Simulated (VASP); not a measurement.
# Ga (Fd-3m) in VASP: notebook

Runs on Ga. Level: PBEsol. Tasks: single point.

Everything below comes from runs of VASP 6.6.1. Logs are shortened: lines on timing, memory, paths and dates and some standing lists are left out, and cuts for length are marked.

## (1) The cell of the first run

It takes space group Fd-3m (No. 227, cubic). The conventional cell has a = 5.603 Å, b = 5.603 Å, c = 5.603 Å, α = 90.00°, β = 90.00°, γ = 90.00°. Within 3.2 Å of Ga (site symmetry -43m) lie 4 Ga at 2.43 Å.

## (2) Single point, PBEsol (volume scaled by 0.92)

Contents of INCAR:

```
PREC = Accurate ; ENCUT = 520
EDIFF = 1E-6 ; ISMEAR = -1
SIGMA = 0.08 ; LREAL = False
LASPH = True ; NELM = 60
ALGO = Normal ; ISIF = 2
LWAVE = False ; LCHARG = True
GGA = PS ; LELF = True
LVHAR = True ; NBANDS = 20
```

Contents of KPOINTS:

```
Automatic mesh
0
Gamma
  13 13 13
```

Contents of POSCAR:

```
Ga
1.0
    0.0000000000      2.8013437027      2.8013437027
    2.8013437027      0.0000000000      2.8013437027
    2.8013437027      2.8013437027      0.0000000000
Ga
2
Direct
   -0.1250000000     -0.1250000000     -0.1250000000
    0.1250000000      0.1250000000      0.1250000000
```

Potentials or basis: VASP PAW PBE potentials, release 64 (Ga_d).

The run is started by

```bash
> cat potpaw_PBE.64/Ga_d/POTCAR > POTCAR
> mpirun -np 1 vasp_std > vasp.out
```

OUTCAR:

```text
PREC = Accurate
   ENCUT = 520
   EDIFF = 1E-6
   ISMEAR = -1
   LREAL = False
   LASPH = True
   NELM = 60
   ISIF = 2
   GGA = PS

 ion  position               nearest neighbor table
   1  0.875  0.875  0.875-   2 2.43   2 2.43   2 2.43   2 2.43
   2  0.125  0.125  0.125-   1 2.43   1 2.43   1 2.43   1 2.43

  LATTYP: Found a face centered cubic cell.
 ALAT       =     5.6026874054

  Lattice vectors:

 A1 = (   0.0000000000,   2.8013437027,   2.8013437027)
 A2 = (   2.8013437027,   0.0000000000,   2.8013437027)
 A3 = (   2.8013437027,   2.8013437027,   0.0000000000)

Analysis of symmetry for initial positions (statically):
=====================================================================
 Subroutine PRICEL returns:
 Original cell was already a primitive cell.

 Routine SETGRP: Setting up the symmetry group for a
 face centered cubic supercell.

 Subroutine GETGRP returns: Found 48 space group operations
 (whereof 12 operations were pure point group operations)
 out of a pool of 48 trial point group operations.

The static configuration has the point symmetry D_3d.
 The point group associated with its full space group is O_h .

Analysis of symmetry for dynamics (positions and initial velocities):
=====================================================================
 Subroutine PRICEL returns:
 Original cell was already a primitive cell.

 Routine SETGRP: Setting up the symmetry group for a
 face centered cubic supercell.

 Subroutine GETGRP returns: Found 48 space group operations
 (whereof 12 operations were pure point group operations)
 out of a pool of 48 trial point group operations.

The dynamic configuration has the point symmetry D_3d.
 The point group associated with its full space group is O_h .

 Subroutine INISYM returns: Found 48 space group operations
 (whereof 12 operations are pure point group operations),
 and found     1 'primitive' translations

----------------------------------------------------------------------------------------

                                     Primitive cell

  volume of cell :      43.9672

  direct lattice vectors                    reciprocal lattice vectors
     0.000000000  2.801343703  2.801343703    -0.178485774  0.178485774  0.178485774
     2.801343703  0.000000000  2.801343703     0.178485774 -0.178485774  0.178485774
     2.801343703  2.801343703  0.000000000     0.178485774  0.178485774 -0.178485774

  length of vectors
     3.961698257  3.961698257  3.961698257     0.309146430  0.309146430  0.309146430

  position of ions in fractional coordinates (direct lattice)
     0.875000000  0.875000000  0.875000000
     0.125000000  0.125000000  0.125000000

  ion indices of the primitive-cell ions
   primitive index   ion index
                 1           1
                 2           2

----------------------------------------------------------------------------------------

 KPOINTS: Automatic mesh

Automatic generation of k-mesh.
 Grid dimensions read from file:
 generate k-points for:   13   13   13

 Generating k-lattice:

  Cartesian coordinates                     Fractional coordinates (reciprocal lattice)
    -0.013729675  0.013729675  0.013729675     0.076923077  0.000000000  0.000000000
     0.013729675 -0.013729675  0.013729675     0.000000000  0.076923077  0.000000000
     0.013729675  0.013729675 -0.013729675     0.000000000  0.000000000  0.076923077

  Length of vectors
     0.023780495  0.023780495  0.023780495

  Shift w.r.t. Gamma in fractional coordinates (k-lattice)
     0.000000000  0.000000000  0.000000000

 Subroutine IBZKPT returns following result:
 ===========================================

 Found     84 irreducible k-points:

 Following reciprocal coordinates:
            Coordinates               Weight
  0.000000  0.000000  0.000000      1.000000
  0.076923  0.000000  0.000000      8.000000
  0.153846  0.000000  0.000000      8.000000
  0.230769  0.000000  0.000000      8.000000
  0.307692  0.000000  0.000000      8.000000
  0.384615  0.000000  0.000000      8.000000
[... 16 lines left out ...]
  0.384615  0.153846  0.000000     24.000000
  0.461538  0.153846  0.000000     24.000000
 [... further k-points ...]
   k-points           NKPTS =     84   k-points in BZ     NKDIM =     84   number of bands    NBANDS=     20
   number of dos      NEDOS =    301   number of ions     NIONS =      2
   total plane-waves  NPLWV =  27000
   dimension x,y,z NGX =    30 NGY =   30 NGZ =   30
   dimension x,y,z NGXF=    60 NGYF=   60 NGZF=   60
   ions per type =               2
   NGX,Y,Z   is equivalent  to a cutoff of  12.59, 12.59, 12.59 a.u.
   NGXF,Y,Z  is equivalent  to a cutoff of  25.18, 25.18, 25.18 a.u.
 SYSTEM =  unknown system
   PREC   = accura    normal or accurate (medium, high low for compatibility)
   ISTART =      0    job   : 0-new  1-cont  2-samecut
   ICHARG =      2    charge: 1-file 2-atom 10-const
   ISPIN  =      1    spin polarized calculation?
   LNONCOLLINEAR =      F non collinear calculations
   LSORBIT =      F    spin-orbit coupling
   LASPH  =      T    aspherical Exc in radial PAW
   ENCUT  =  520.0 eV  38.22 Ry    6.18 a.u.   7.37  7.37  7.37*2*pi/ulx,y,z
   NELM   =     60;   NELMIN=  2; NELMDL= -5     # of ELM steps
   EDIFF  = 0.1E-05   stopping-criterion for ELM
   LREAL  =      F    real-space projection
   EDIFFG = 0.1E-04   stopping-criterion for IOM
   NSW    =      0    number of steps for IOM
   IBRION =     -1    ionic relax: 0-MD 1-quasi-New 2-CG
   NFREE  =      0    steps in history (QN), initial steepest desc. (CG)
   ISIF   =      2    stress and relaxation
   ISYM   =      2    0-nonsym 1-usesym 2-fastsym
   POTIM  = 0.5000    time-step for ionic-motion
   TEBEG  =    0.0;   TEEND  =   0.0 temperature during run
   PSTRESS=    0.0 pullay stress
   NELECT =      26.0000    total number of electrons
   NUPDOWN=      -1.0000    fix difference up-down
   EMIN   =  10.00;   EMAX   =-10.00  energy-range for DOS
   EFERMI =   0.00;   METHOD = LEGACY
   ISMEAR =    -1;   SIGMA  =   0.08  broadening in eV -4-tet -1-fermi 0-gaus
   EFERMI_NEDOS =   21; number of points for ismear=-14 and -15
   IALGO  =     38    algorithm
   IMIX   =      4    mixing-type and parameters
     AMIX     =   0.40;   BMIX     =  1.00
     AMIX_MAG =   1.60;   BMIX_MAG =  1.00
  volume/ion in A,a.u.               =      21.98       148.35
  Fermi-wavevector in a.u.,A,eV,Ry     =   1.374114  2.596700 25.690389  1.888190
  Thomas-Fermi vector in A             =   2.499570
   LORBIT       =      0    0 simple, 1 ext, 2 COOP (PROOUT), +10 PAW based schemes
   GGA     = PS    functional components
   LHFCALC =     F    Hartree Fock is set to
   AEXX    =    0.0000 exact exchange contribution
   IVDW    =     0    specifies the selected vdW correction
   LEPSILON=     F    determine dielectric tensor
   LRPA    =     F    only Hartree local field effects (RPA)
 non-spin polarized calculation
  energy-cutoff  :      520.00
  volume of cell :       43.97
 maximum number of plane-waves:      1243
 NGX is ok and might be reduce to    30
   NGX = 15   NGY = 15   NGZ = 15

 number of electron      25.9999995 magnetization

 Free energy of the ion-electron system (eV)
  ---------------------------------------------------
  ext. energy  EPLUGINS =         0.00000000
  ---------------------------------------------------
  free energy    TOTEN  =        -5.99226490 eV

  energy without entropy =       -5.96602321  energy(sigma->0) =       -5.97914406

 E-fermi :   3.3802     XC(G=0): -10.1284

 val. band max:        3.3589817180   @ k =  -0.4615   0.3077   0.0000
 cond. band min:       3.4028074492   @ k =   0.4615   0.1538   0.0769
 fundamental gap:      0.0438257312
 Fermi energy:         3.3802308190

 k-point     1 :       0.0000    0.0000    0.0000
  band No.  band energies     occupation
      1     -11.4381      2.00000
      2     -11.4381      2.00000
      3     -11.4381      2.00000
      4     -11.3852      2.00000
      5     -11.3852      2.00000
      6     -10.9692      2.00000
[... 12 lines left out ...]
     19      11.6612      0.00000
     20      15.2920      0.00000

 k-point     2 :       0.0769    0.0000    0.0000
  band No.  band energies     occupation
      1     -11.4477      2.00000
      2     -11.4477      2.00000
      3     -11.4366      2.00000
      4     -11.3720      2.00000
      5     -11.3720      2.00000
      6     -10.9737      2.00000
[... 12 lines left out ...]
     19      12.1572      0.00000
     20      14.4047      0.00000

 k-point     3 :       0.1538    0.0000    0.0000
  band No.  band energies     occupation
      1     -11.4625      2.00000
      2     -11.4625      2.00000
      3     -11.4325      2.00000
      4     -11.3479      2.00000
      5     -11.3479      2.00000
      6     -10.9838      2.00000
[... 12 lines left out ...]
     19      13.1044      0.00000
     20      13.7465      0.00000

 k-point     4 :       0.2308    0.0000    0.0000
  band No.  band energies     occupation
      1     -11.4728      2.00000
      2     -11.4728      2.00000
      3     -11.4268      2.00000
      4     -11.3262      2.00000
      5     -11.3262      2.00000
      6     -10.9964      2.00000
[... 12 lines left out ...]
     19      13.0741      0.00000
     20      13.6622      0.00000

 k-point     5 :       0.3077    0.0000    0.0000
  band No.  band energies     occupation
      1     -11.4774      2.00000
      2     -11.4774      2.00000
      3     -11.4208      2.00000
      4     -11.3122      2.00000
      5     -11.3122      2.00000
      6     -11.0116      2.00000
[... 12 lines left out ...]
     19      13.6611      0.00000
     20      14.2624      0.00000

 k-point     6 :       0.3846    0.0000    0.0000
  band No.  band energies     occupation
      1     -11.4779      2.00000
      2     -11.4779      2.00000
      3     -11.4158      2.00000
      4     -11.3063      2.00000
      5     -11.3063      2.00000
      6     -11.0245      2.00000
[... 12 lines left out ...]
     19      15.0690      0.00000
     20      15.3733      0.00000

 k-point     7 :       0.4615    0.0000    0.0000
  band No.  band energies     occupation
      1     -11.4770      2.00000
      2     -11.4770      2.00000
      3     -11.4129      2.00000
      4     -11.3053      2.00000
      5     -11.3053      2.00000
      6     -11.0319      2.00000
[... 12 lines left out ...]
     19      16.4180      0.00000
     20      16.7090      0.00000
[... 277 lines left out ...]
 k-point    20 :       0.1538    0.1538    0.0000
  band No.  band energies     occupation
      1     -11.4726      2.00000
      2     -11.4497      2.00000
      3     -11.4497      2.00000
      4     -11.3542      2.00000
      5     -11.3088      2.00000
      6     -11.0592      2.00000
[... 12 lines left out ...]
     19      12.5465      0.00000
     20      13.6771      0.00000

 k-point    21 :       0.2308    0.1538    0.0000
  band No.  band energies     occupation
      1     -11.4832      2.00000
      2     -11.4571      2.00000
      3     -11.4471      2.00000
      4     -11.3353      2.00000
      5     -11.2815      2.00000
      6     -11.0902      2.00000
[... 12 lines left out ...]
     19      13.3079      0.00000
     20      14.5783      0.00000

 k-point    22 :       0.3077    0.1538    0.0000
  band No.  band energies     occupation
      1     -11.4959      2.00000
      2     -11.4650      2.00000
      3     -11.4340      2.00000
      4     -11.3148      2.00000
      5     -11.2595      2.00000
      6     -11.1108      2.00000
[... 12 lines left out ...]
     19      14.5693      0.00000
     20      14.9419      0.00000

 k-point    23 :       0.3846    0.1538    0.0000
  band No.  band energies     occupation
      1     -11.5058      2.00000
      2     -11.4718      2.00000
      3     -11.4161      2.00000
      4     -11.2969      2.00000
      5     -11.2500      2.00000
      6     -11.1162      2.00000
[... 12 lines left out ...]
     19      14.5042      0.00000
     20      16.1648      0.00000

 k-point    24 :       0.4615    0.1538    0.0000
  band No.  band energies     occupation
      1     -11.5114      2.00000
      2     -11.4785      2.00000
      3     -11.3974      2.00000
      4     -11.2814      2.00000
      5     -11.2551      2.00000
      6     -11.1069      2.00000
[... 12 lines left out ...]
     19      14.3541      0.00000
     20      17.3348      0.00000

 [... further k-points ...]
[... 5 lines left out ...]
  --------------------------------------------------------------------------------------
  -------------------------------------------------------------------------------------
  Total        1.2209016      1.2209016      1.2209016     -0.0000000     -0.0000000      0.0000000
  in kB       44.4899643     44.4899643     44.4899643     -0.0000000     -0.0000000      0.0000000
  external PRESSURE =      44.4899643 kB  Pullay stress =       0.0000000 kB

 VOLUME and BASIS-vectors are now :
 -----------------------------------------------------------------------------
  energy-cutoff  :      520.00
  volume of cell :       43.97
      direct lattice vectors                 reciprocal lattice vectors
     0.000000000  2.801343703  2.801343703    -0.178485774  0.178485774  0.178485774
     2.801343703  0.000000000  2.801343703     0.178485774 -0.178485774  0.178485774
     2.801343703  2.801343703  0.000000000     0.178485774  0.178485774 -0.178485774

 POSITION                                       TOTAL-FORCE (eV/Angst)
 -----------------------------------------------------------------------------------
      4.90235      4.90235      4.90235         0.000000      0.000000      0.000000
      0.70034      0.70034      0.70034        -0.000000     -0.000000     -0.000000
 -----------------------------------------------------------------------------------
    total drift:                               -0.000000      0.000000      0.000000

  FREE ENERGIE OF THE ION-ELECTRON SYSTEM (eV)
  ---------------------------------------------------
  free  energy   TOTEN  =        -5.9922649032 eV

  energy  without entropy=       -5.9660232131  energy(sigma->0) =       -5.97914406
```

Wall time 27 s (1 thread of Intel Xeon 6975P-C (Granite Rapids), shared host); peak memory 0.2 GiB.

Results:

* Free energy: -5.9923 eV
* Pressure: 4.4 GPa
* Band gap on the k mesh: zero (band 13 reaches 6.57 eV, above the bottom of band 14 at 1.98 eV)

Caveat: the cell differs from its parent crystal (volume scaled by 0.92); the PAW data sets were made with another functional, which shifts forces and pressure a little.

## (3) Single point, PBEsol (volume scaled by 0.92)

Contents of INCAR:

```
SYSTEM = Ga
PREC = Accurate
ENCUT = 520
EDIFF = 1E-6
ISMEAR = -1
SIGMA = 0.08
LREAL = .FALSE.
LASPH = .TRUE.
NELM = 80
ALGO = Normal
ISIF = 2
LWAVE = .FALSE.
LCHARG = .TRUE.
GGA = PS
LELF = .TRUE.
LVHAR = .TRUE.
NBANDS = 20
```

Contents of KPOINTS:

```
regular mesh
0
G
  13 13 13
  0 0 0
```

POSCAR is that of step 2.

Potentials or basis: VASP PAW PBE potentials, release 64 (Ga_d).

The run is started by

```bash
> cat potpaw_PBE.64/Ga_d/POTCAR > POTCAR
> mpirun -np 1 vasp_std > vasp.out
```

It took 26 s on 1 thread of Intel Xeon 6975P-C (Granite Rapids), shared host; peak memory 0.2 GiB.

Results (log left out):

```
Free energy            : -5.9923 eV
Pressure               : 4.4 GPa
Band gap on the k mesh : zero (band 13 reaches 6.57 eV, above the bottom of band 14 at 1.98 eV)
```

Levels at points of the mesh, in eV from the Fermi level:
```
           k point  band 9  band 10  band 11  band 12  band 13  band 14  band 15  band 16  band 17  band 18
(0.00, 0.00, 0.00)  -14.26   -14.26   -10.08     3.19     3.19     3.19     4.97     5.23     5.23     5.23
```

Caveat: the cell differs from its parent crystal (volume scaled by 0.92); the PAW data sets were made with another functional, which shifts forces and pressure a little.

## (4) Single point, PBEsol

This run uses another cell than the first one, of 23.90 Å³/atom, 1.087 times its volume.

Contents of INCAR:

```
ALGO = Normal
EDIFF = 1E-6
ENCUT = 520
GGA = PS
ISIF = 2
ISMEAR = -1
LASPH = T
LCHARG = F
LREAL = F
LWAVE = F
NBANDS = 20
NELM = 80
PREC = Accurate
SIGMA = 0.08
```

Contents of KPOINTS:

```
k-points
0
Gamma
  13 13 13
```

Contents of POSCAR:

```
Ga
1.0
    0.0000000000      2.8802959968      2.8802959968
    2.8802959968      0.0000000000      2.8802959968
    2.8802959968      2.8802959968      0.0000000000
Ga
2
Direct
   -0.1250000000     -0.1250000000     -0.1250000000
    0.1250000000      0.1250000000      0.1250000000
```

The run is started by

```bash
> cat potpaw_PBE.64/Ga_d/POTCAR > POTCAR
> mpirun -np 1 vasp_std > vasp.out
```

It took 91 s on 1 thread of AMD EPYC, shared host; peak memory 0.17 GiB.

It converged, with:

```yaml
Free_energy: -6.0414 eV
Pressure: 0.1 GPa
Band_gap_on_the_k_mesh: zero (band 13 reaches 5.73 eV, above the bottom of band 14 at 1.56 eV)
```

Levels at points of the mesh, in eV from the Fermi level:
```
           k point  band 9  band 10  band 11  band 12  band 13  band 14  band 15  band 16  band 17  band 18
(0.00, 0.00, 0.00)  -14.27   -14.27    -9.61     2.93     2.93     2.93     4.04     4.97     4.97     4.97
```

Caveat: the PAW data sets were made with another functional, which shifts forces and pressure a little.
